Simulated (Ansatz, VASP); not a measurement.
## One calculation of MgS, two programs

```xyz
2
Lattice="3.2628 0.0000 0.0000 0.0000 3.2628 0.0000 0.0000 0.0000 3.2628" Properties=species:S:1:pos:R:3 pbc="T T T"
Mg    0.0000    0.0000    0.0000
S     1.6314    1.6314    1.6314
```

Alike in both runs: task single point; functional PBEsol; k mesh 4 × 4 × 4; occupations fermi-dirac, width 0.02 eV; no spin polarisation.

|  | VASP | Ansatz |
| --- | --- | --- |
| version | VASP 6.6.1 | Ansatz 0.2.0 |
| potentials or method | VASP PAW PBE potentials, release 64 (Mg_sv, S) | plane waves |
| plane-wave cutoff (eV) | 840 | 420 |
| valence electrons in the cell | 16 | 16 |

```csv
,VASP,Ansatz,Ansatz less VASP
pressure (GPa),-1.3,-1.2,+0.11
```

VASP's potentials were made for PBE, not for PBEsol. The functional is the same, so the differences come from potentials, cutoffs and numerics.

The k mesh is coarse, so the values compare programs but aren't converged.
